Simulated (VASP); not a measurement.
# In (I4/mmm) in VASP: single point with r2SCAN

Aim: the single point of In with r2SCAN.

All numbers are computed with VASP 6.6.1; they aren't measurements. Logs are shortened: lines on timing, memory, paths and dates and some standing lists are left out, and cuts for length are marked.

### Step 1. The cell of the first run

The typed cell holds 1 atom: a = 3.339 Å, b = 3.339 Å, c = 3.339 Å, α = 120.04°, β = 120.04°, γ = 89.94°.

This isn't the form of In at room conditions, which is tetragonal.

### Step 2. Single point, r2SCAN

The input, POSCAR:

```
In
1.0
   -1.6688115510      1.6688115510      2.3626270123
    1.6688115510     -1.6688115510      2.3626270123
    1.6688115510      1.6688115510     -2.3626270123
In
1
Direct
    0.0000000000      0.0000000000      0.0000000000
```

The input, INCAR.step1:

```
SYSTEM = In
ALGO     = Normal         ! electronic algorithm
EDIFF    = 1E-4           ! SCF threshold, eV
ENCUT    = 520            ! plane-wave cutoff, eV
GGA      = PE             ! functional
ISMEAR   = 0              ! smearing method
LASPH    = .TRUE.         ! aspherical terms in the spheres
LCHARG   = .FALSE.        ! write CHGCAR
LREAL    = .FALSE.        ! projectors in reciprocal space
LWAVE    = .TRUE.         ! write WAVECAR
NBANDS   = 12             ! bands
NELM     = 100            ! most SCF steps
PREC     = Accurate       ! precision mode
SIGMA    = 0.1            ! smearing width, eV
```

The input, INCAR.step2:

```
SYSTEM = In
ALGO     = Normal         ! electronic algorithm
EDIFF    = 1E-6           ! SCF threshold, eV
ENCUT    = 520            ! plane-wave cutoff, eV
ISIF     = 2              ! what is computed and relaxed
ISMEAR   = 0              ! smearing method
ISTART   = 1            
LASPH    = .TRUE.         ! aspherical terms in the spheres
LCHARG   = .FALSE.        ! write CHGCAR
LMIXTAU  = .TRUE.       
LREAL    = .FALSE.        ! projectors in reciprocal space
LWAVE    = .FALSE.        ! write WAVECAR
METAGGA  = R2SCAN         ! meta-GGA
NBANDS   = 12             ! bands
NELM     = 100            ! most SCF steps
PREC     = Accurate       ! precision mode
SIGMA    = 0.1            ! smearing width, eV
```

The input, KPOINTS:

```
k-points
0
G
  18 18 18
  0 0 0
```

Potentials or basis: VASP PAW PBE potentials, release 64 (In_d).

Launch:

```
$ cat potpaw_PBE.64/In_d/POTCAR > POTCAR
$ cp INCAR.step1 INCAR
$ mpirun -np 1 vasp_std > vasp.out
$ cp INCAR.step2 INCAR
$ mpirun -np 1 vasp_std > vasp.out
```

OUTCAR:

```text
SYSTEM = In
   EDIFF = 1E-6
   ENCUT = 520
   ISIF = 2
   ISMEAR = 0
   ISTART = 1
   LASPH = .TRUE.
   LREAL = .FALSE.
   METAGGA = R2SCAN
   NELM = 100
   PREC = Accurate

 ion  position               nearest neighbor table
   1  0.000  0.000  0.000-

  LATTYP: Found a body centered tetragonal cell.
 ALAT       =     3.3376231020
 C/A-ratio  =     1.4157542299

  Lattice vectors:

 A1 = (  -1.6688115510,   1.6688115510,   2.3626270123)
 A2 = (   1.6688115510,  -1.6688115510,   2.3626270123)
 A3 = (   1.6688115510,   1.6688115510,  -2.3626270123)

Analysis of symmetry for initial positions (statically):
=====================================================================
 Subroutine PRICEL returns:
 Original cell was already a primitive cell.

 Routine SETGRP: Setting up the symmetry group for a
 body centered tetragonal supercell.

 Subroutine GETGRP returns: Found 16 space group operations
 (whereof 16 operations were pure point group operations)
 out of a pool of 16 trial point group operations.

The static configuration has the point symmetry D_4h.

Analysis of symmetry for dynamics (positions and initial velocities):
=====================================================================
 Subroutine PRICEL returns:
 Original cell was already a primitive cell.

 Routine SETGRP: Setting up the symmetry group for a
 body centered tetragonal supercell.

 Subroutine GETGRP returns: Found 16 space group operations
 (whereof 16 operations were pure point group operations)
 out of a pool of 16 trial point group operations.

The dynamic configuration has the point symmetry D_4h.

 Subroutine INISYM returns: Found 16 space group operations
 (whereof 16 operations are pure point group operations),
 and found     1 'primitive' translations

----------------------------------------------------------------------------------------

                                     Primitive cell

  volume of cell :      26.3190

  direct lattice vectors                    reciprocal lattice vectors
    -1.668811551  1.668811551  2.362627012     0.000000000  0.299614417  0.211628834
     1.668811551 -1.668811551  2.362627012     0.299614417  0.000000000  0.211628834
     1.668811551  1.668811551 -2.362627012     0.299614417  0.299614417  0.000000000

  length of vectors
     3.339441628  3.339441628  3.339441628     0.366818160  0.366818160  0.423718772

  position of ions in fractional coordinates (direct lattice)
     0.000000000  0.000000000  0.000000000

  ion indices of the primitive-cell ions
   primitive index   ion index
                 1           1

----------------------------------------------------------------------------------------

 KPOINTS: k-points

Automatic generation of k-mesh.
 Grid dimensions read from file:
 generate k-points for:   18   18   18

 Generating k-lattice:

  Cartesian coordinates                     Fractional coordinates (reciprocal lattice)
     0.000000000  0.016645245  0.011757157     0.055555556  0.000000000  0.000000000
     0.016645245  0.000000000  0.011757157     0.000000000  0.055555556  0.000000000
     0.016645245  0.016645245  0.000000000     0.000000000  0.000000000  0.055555556

  Length of vectors
     0.020378787  0.020378787  0.023539932

  Shift w.r.t. Gamma in fractional coordinates (k-lattice)
     0.000000000  0.000000000  0.000000000

 Subroutine IBZKPT returns following result:
 ===========================================

 Found    480 irreducible k-points:

 Following reciprocal coordinates:
            Coordinates               Weight
  0.000000  0.000000  0.000000      1.000000
  0.055556  0.000000 -0.000000      8.000000
  0.111111  0.000000 -0.000000      8.000000
  0.166667  0.000000 -0.000000      8.000000
  0.222222  0.000000 -0.000000      8.000000
  0.277778  0.000000 -0.000000      8.000000
[... 16 lines left out ...]
 -0.277778  0.055556  0.000000     16.000000
 -0.222222  0.055556  0.000000     16.000000
 [... further k-points ...]
   k-points           NKPTS =    480   k-points in BZ     NKDIM =    480   number of bands    NBANDS=     12
   number of dos      NEDOS =    301   number of ions     NIONS =      1
   total plane-waves  NPLWV =  21952
   dimension x,y,z NGX =    28 NGY =   28 NGZ =   28
   dimension x,y,z NGXF=    56 NGYF=   56 NGZF=   56
   ions per type =               1
   NGX,Y,Z   is equivalent  to a cutoff of  13.94, 13.94, 13.94 a.u.
   NGXF,Y,Z  is equivalent  to a cutoff of  27.88, 27.88, 27.88 a.u.
 SYSTEM =  In
   PREC   = accura    normal or accurate (medium, high low for compatibility)
   ISTART =      1    job   : 0-new  1-cont  2-samecut
   ICHARG =      0    charge: 1-file 2-atom 10-const
   ISPIN  =      1    spin polarized calculation?
   LNONCOLLINEAR =      F non collinear calculations
   LSORBIT =      F    spin-orbit coupling
   LASPH  =      T    aspherical Exc in radial PAW
   ENCUT  =  520.0 eV  38.22 Ry    6.18 a.u.   6.21  6.21  6.21*2*pi/ulx,y,z
   NELM   =    100;   NELMIN=  2; NELMDL=  0     # of ELM steps
   EDIFF  = 0.1E-05   stopping-criterion for ELM
   LREAL  =      F    real-space projection
   EDIFFG = 0.1E-04   stopping-criterion for IOM
   NSW    =      0    number of steps for IOM
   IBRION =     -1    ionic relax: 0-MD 1-quasi-New 2-CG
   NFREE  =      0    steps in history (QN), initial steepest desc. (CG)
   ISIF   =      2    stress and relaxation
   ISYM   =      2    0-nonsym 1-usesym 2-fastsym
   POTIM  = 0.5000    time-step for ionic-motion
   TEBEG  =    0.0;   TEEND  =   0.0 temperature during run
   PSTRESS=    0.0 pullay stress
   NELECT =      13.0000    total number of electrons
   NUPDOWN=      -1.0000    fix difference up-down
   EMIN   =  10.00;   EMAX   =-10.00  energy-range for DOS
   EFERMI =   0.00;   METHOD = LEGACY
   ISMEAR =     0;   SIGMA  =   0.10  broadening in eV -4-tet -1-fermi 0-gaus
   EFERMI_NEDOS =   21; number of points for ismear=-14 and -15
   IALGO  =     38    algorithm
   IMIX   =      4    mixing-type and parameters
     AMIX     =   0.40;   BMIX     =  1.00
     AMIX_MAG =   1.60;   BMIX_MAG =  1.00
  volume/ion in A,a.u.               =      26.32       177.61
  Fermi-wavevector in a.u.,A,eV,Ry     =   1.294095  2.445484 22.785417  1.674681
  Thomas-Fermi vector in A             =   2.425699
   LORBIT       =      0    0 simple, 1 ext, 2 COOP (PROOUT), +10 PAW based schemes
   METAGGA = R2SCAN    functional components
   LHFCALC =     F    Hartree Fock is set to
   AEXX    =    0.0000 exact exchange contribution
   IVDW    =     0    specifies the selected vdW correction
   LEPSILON=     F    determine dielectric tensor
   LRPA    =     F    only Hartree local field effects (RPA)
 non-spin polarized calculation
 Gauss-broadening in eV      SIGMA  =   0.10
  energy-cutoff  :      520.00
  volume of cell :       26.32
 maximum number of plane-waves:       725
 NGX is ok and might be reduce to    28
   NGX = 13   NGY = 13   NGZ = 13

 number of electron      13.0000004 magnetization

 Free energy of the ion-electron system (eV)
  ---------------------------------------------------
  ext. energy  EPLUGINS =         0.00000000
  ---------------------------------------------------
  free energy    TOTEN  =       -22.57468928 eV

  energy without entropy =      -22.57250345  energy(sigma->0) =      -22.57359636

 E-fermi :   7.4523     XC(G=0): -11.0453

 val. band max:        7.4506468515   @ k =  -0.3333   0.4444   0.1111
 cond. band min:       7.4527299184   @ k =  -0.3889   0.4444   0.1667
 fundamental gap:      0.0020830669
 Fermi energy:         7.4522536491

 k-point     1 :       0.0000    0.0000    0.0000
  band No.  band energies     occupation
      1      -7.8045      2.00000
      2      -7.8031      2.00000
      3      -7.8031      2.00000
      4      -7.6273      2.00000
      5      -7.6255      2.00000
      6      -2.5772      2.00000
      7      18.5665      0.00000
      8      18.5666      0.00000
      9      18.5702      0.00000
     10      19.5342      0.00000
     11      21.9462      0.00000
     12      21.9491      0.00000

 k-point     2 :       0.0556    0.0000   -0.0000
  band No.  band energies     occupation
      1      -7.8047      2.00000
      2      -7.7983      2.00000
      3      -7.7974      2.00000
      4      -7.6280      2.00000
      5      -7.6263      2.00000
      6      -2.5064      2.00000
      7      17.5729      0.00000
      8      18.4234      0.00000
      9      18.4244      0.00000
     10      19.3753      0.00000
     11      22.1848      0.00000
     12      22.1860      0.00000

 k-point     3 :       0.1111    0.0000   -0.0000
  band No.  band energies     occupation
      1      -7.8080      2.00000
      2      -7.7837      2.00000
      3      -7.7828      2.00000
      4      -7.6283      2.00000
      5      -7.6267      2.00000
      6      -2.2929      2.00000
      7      15.6624      0.00000
      8      18.0806      0.00000
      9      18.0829      0.00000
     10      19.3064      0.00000
     11      22.8016      0.00000
     12      22.8023      0.00000

 k-point     4 :       0.1667    0.0000   -0.0000
  band No.  band energies     occupation
      1      -7.8148      2.00000
      2      -7.7677      2.00000
      3      -7.7667      2.00000
      4      -7.6221      2.00000
      5      -7.6209      2.00000
      6      -1.9340      2.00000
      7      13.6444      0.00000
      8      17.6733      0.00000
      9      17.6793      0.00000
     10      19.2602      0.00000
     11      23.3316      0.00000
     12      23.3872      0.00000

 k-point     5 :       0.2222    0.0000   -0.0000
  band No.  band energies     occupation
      1      -7.8253      2.00000
      2      -7.7602      2.00000
      3      -7.7591      2.00000
      4      -7.6018      2.00000
      5      -7.6011      2.00000
      6      -1.4269      2.00000
      7      11.6714      0.00000
      8      17.2783      0.00000
      9      17.2882      0.00000
     10      19.2132      0.00000
     11      22.5962      0.00000
     12      22.6591      0.00000
[... 228 lines left out ...]
      1      -7.8593      2.00000
      2      -7.7831      2.00000
      3      -7.7699      2.00000
      4      -7.5292      2.00000
      5      -7.4901      2.00000
      6       0.7190      2.00000
      7       6.9602      2.00000
      8      15.8079      0.00000
      9      16.3288      0.00000
     10      18.5561      0.00000
     11      21.2778      0.00000
     12      21.6952      0.00000

 k-point    22 :      -0.3333    0.0556    0.0000
  band No.  band energies     occupation
      1      -7.8481      2.00000
      2      -7.7708      2.00000
      3      -7.7589      2.00000
      4      -7.5682      2.00000
      5      -7.5222      2.00000
      6      -0.1843      2.00000
      7       8.6489      0.00000
      8      15.9172      0.00000
      9      16.7173      0.00000
     10      18.8582      0.00000
     11      21.2025      0.00000
     12      22.2917      0.00000

 k-point    23 :      -0.2778    0.0556    0.0000
  band No.  band energies     occupation
      1      -7.8367      2.00000
      2      -7.7595      2.00000
      3      -7.7504      2.00000
      4      -7.6064      2.00000
      5      -7.5584      2.00000
      6      -0.9412      2.00000
      7      10.4582      0.00000
      8      16.1411      0.00000
      9      17.0990      0.00000
     10      19.2734      0.00000
     11      21.2169      0.00000
     12      22.9943      0.00000

 k-point    24 :      -0.2222    0.0556    0.0000
  band No.  band energies     occupation
      1      -7.8273      2.00000
      2      -7.7559      2.00000
      3      -7.7499      2.00000
      4      -7.6339      2.00000
      5      -7.5898      2.00000
      6      -1.5485      2.00000
      7      12.3710      0.00000
      8      16.4713      0.00000
      9      17.4661      0.00000
     10      19.5999      0.00000
     11      21.4310      0.00000
     12      23.0312      0.00000

 [... further k-points ...]

------------------------ aborting loop because EDIFF is reached ----------------------------------------

  FORCE on cell =-STRESS in cart. coord.  units (eV):
  Direction    XX          YY          ZZ          XY          YZ          ZX
  --------------------------------------------------------------------------------------
  -------------------------------------------------------------------------------------
  Total        0.0024276      0.0024276      0.0013761      0.0000000      0.0000000      0.0000000
  in kB        0.1477824      0.1477824      0.0837708      0.0000000      0.0000000      0.0000000
  external PRESSURE =       0.1264452 kB  Pullay stress =       0.0000000 kB

 VOLUME and BASIS-vectors are now :
 -----------------------------------------------------------------------------
  energy-cutoff  :      520.00
  volume of cell :       26.32
      direct lattice vectors                 reciprocal lattice vectors
    -1.668811551  1.668811551  2.362627012     0.000000000  0.299614417  0.211628834
     1.668811551 -1.668811551  2.362627012     0.299614417  0.000000000  0.211628834
     1.668811551  1.668811551 -2.362627012     0.299614417  0.299614417  0.000000000

 POSITION                                       TOTAL-FORCE (eV/Angst)
 -----------------------------------------------------------------------------------
      0.00000      0.00000      0.00000         0.000000      0.000000      0.000000
 -----------------------------------------------------------------------------------
    total drift:                               -0.000000     -0.000000     -0.000000

  FREE ENERGIE OF THE ION-ELECTRON SYSTEM (eV)
  ---------------------------------------------------
  free  energy   TOTEN  =       -22.5746892774 eV

  energy  without entropy=      -22.5725034472  energy(sigma->0) =      -22.57359636
```

Wall time 4.2 min (1 thread of Intel Xeon 6975P-C (Granite Rapids), shared host); peak memory 0.27 GiB.

Results:

- Free energy: -22.5747 eV
- Pressure: 0.0 GPa
- Band gap on the k mesh: zero (an odd number of electrons rules out a gap without spin polarisation)

Levels at points of the mesh, in eV from the Fermi level:
| k point | band 3 | band 4 | band 5 | band 6 | band 7 | band 8 | band 9 | band 10 |
| --- | --- | --- | --- | --- | --- | --- | --- | --- |
| (0.00, 0.00, 0.00) | -15.26 | -15.08 | -15.08 | -10.03 | 11.11 | 11.11 | 11.12 | 12.08 |
| (0.50, 0.00, 0.00) | -15.25 | -14.92 | -14.92 | -4.52 | -3.60 | 8.81 | 8.83 | 11.56 |
| (0.50, 0.50, 0.00) | -14.93 | -14.87 | -14.87 | -2.45 | -2.08 | 4.19 | 4.20 | 7.75 |
| (0.50, 0.50, 0.50) | -14.93 | -14.87 | -14.87 | -2.47 | -2.10 | 4.21 | 4.21 | 7.76 |

Caveat: the PAW data sets were made with another functional, which shifts forces and pressure a little; spin-orbit coupling is left out, which moves the levels of the heavy elements.
